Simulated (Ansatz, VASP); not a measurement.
CdS: VASP beside Ansatz

INCAR

```
SYSTEM = CdS
PREC = Accurate ; ENCUT = 520
EDIFF = 1E-6 ; ISMEAR = -1
SIGMA = 0.01 ; LREAL = .False.
LASPH = .True. ; NELM = 80
ALGO = Normal ; ISIF = 2
LWAVE = .False. ; LCHARG = .False.
GGA = PE ; NBANDS = 26
```

KPOINTS

```
Automatic mesh
0
Gamma
  7 7 4
  0 0 0
```

Contents of POSCAR:

```
CdS
1.0
    4.1347992034      0.0000000000      0.0000000000
   -2.0673996017      3.5808411497      0.0000000000
    0.0000000000      0.0000000000      6.5465300000
Cd S
2 2
Direct
    0.3333333333      0.6666666667      0.0000000000
    0.6666666667      0.3333333333      0.5000000000
    0.3333333333      0.6666666667      0.3850000000
    0.6666666667      0.3333333333      0.8850000000
```

Input for Ansatz:

```yaml
crystal:
  lattice:
    - [4.1347992034, 0.0, 0.0]
    - [-2.0673996017, 3.5808411497, 0.0]
    - [0.0, 0.0, 6.54653]
  atoms:
    - { symbol: Cd, position: [0.3333333333, 0.6666666667, 0.0] }
    - { symbol: Cd, position: [0.6666666667, 0.3333333333, 0.5] }
    - { symbol: S, position: [0.3333333333, 0.6666666667, 0.385] }
    - { symbol: S, position: [0.6666666667, 0.3333333333, 0.885] }
kpoints:
  mp_grid: { grid: [7, 7, 4] }
  band_path:
    path:
      - [0.0, 0.0, 0.0]
      - [0.5, 0.0, 0.0]
      - [0.3333333333, 0.3333333333, 0.0]
      - [0.0, 0.0, 0.0]
      - [0.0, 0.0, 0.5]
      - [0.5, 0.0, 0.5]
      - [0.3333333333, 0.3333333333, 0.5]
      - [0.0, 0.0, 0.5]
      - [0.5, 0.0, 0.5]
    npoints: 5
scf:
  occupations: { method: fermi_dirac, width: 0.01 }
hamiltonian:
  xc: pbe
  pseudopotentials: { kind: all_electron, lapw: { basis_error: 0.001 } }
output:
  forces: true
  stress: true
  eigenvalues: true
```

Change from the starting cell: zz strain of -3 %.

Alike in both runs: task single point; functional PBE; k mesh 7 × 7 × 4; occupations fermi-dirac, width 0.01 eV; no spin polarisation.

```csv
,VASP,Ansatz
version,VASP 6.6.1,Ansatz 0.2.0
potentials or method,"VASP PAW PBE potentials, release 64 (Cd, S), cutoff 520 eV","all-electron LAPW, scalar-relativistic"
```

Ansatz gave:

```
gap on the k mesh at the Fermi level (eV)                     : 1.30
pressure (GPa)                                                : 4.5
traceless stress, the component that is largest in VASP (GPa) : 0.48
rms of the force components (eV/Å)                            : 0.026
```

Question: What did VASP give for the same quantities?

Answer: gap on the k mesh at the Fermi level (eV): 1.30; pressure (GPa): 4.9; traceless stress, the component that is largest in VASP (GPa): 0.48; rms of the force components (eV/Å): 0.026.

Atom by atom the forces differ by 0.000 eV/Å (rms over components). Ansatz ran all-electron here, and VASP with PAW potentials.
